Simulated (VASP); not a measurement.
**RbBr: single point with PBE**

Crystal: RbBr.

```
CELL_PARAMETERS angstrom
0.00000 3.42750 3.42750
3.42750 0.00000 3.42750
3.42750 3.42750 0.00000
ATOMIC_POSITIONS crystal
Rb 0.00000 0.00000 0.00000
Br 0.45624 0.45624 0.48187
```

This cell differs from its parent crystal: atom 2 (Br) moved by (-0.300, -0.300) A along [1 1 0] and z.

```json
{
 "Program": "VASP 6.6.1",
 "Task": "single point",
 "Functional": "PBE",
 "Potentials or basis": "VASP PAW PBE potentials, release 64 (Rb_sv, Br)",
 "Cutoff": "520 eV",
 "k mesh": "6 × 6 × 6",
 "Occupations": "gaussian, width 0.05 eV",
 "Spin": "no spin polarisation"
}
```

```json
{
 "Pressure": "1.9 GPa",
 "Largest force": "0.549 eV/Å",
 "Band gap on the k mesh": "4.41 eV, direct"
}
```

Forces on the atoms (eV/Å):
```
Rb  -0.247 -0.247 -0.423
Br   0.247  0.247  0.423
```

Stress tensor (GPa, compression positive):
```
 1.59 -0.21 -0.33
-0.21  1.59 -0.33
-0.33 -0.33  2.49
```

Levels at points of the mesh, in eV from the valence-band top:
```
           k point  band 6  band 7  band 8  band 9  band 10  band 11
(0.00, 0.00, 0.00)   -0.01   -0.01    0.00    4.41     7.35     7.40
(0.50, 0.00, 0.00)   -0.93   -0.29   -0.24    6.73     7.65     9.08
(0.00, 0.00, 0.50)   -0.92   -0.28   -0.23    6.72     7.58     9.08
(0.50, 0.50, 0.50)   -0.93   -0.34   -0.33    6.83     7.98     9.40
(0.50, 0.50, 0.00)   -0.39   -0.15   -0.12    5.79     7.16     8.44
(0.00, 0.50, 0.50)   -0.41   -0.17   -0.11    5.84     7.12     8.73
```

Run time: 50 s on 1 thread of Intel(R) Xeon(R) 6975P-C (Granite Rapids) (shared host), peak memory 0.25 GiB.

Caveat: the cell differs from its parent crystal (atom 2 (Br) moved by (-0.300, -0.300) A along [1 1 0] and z).
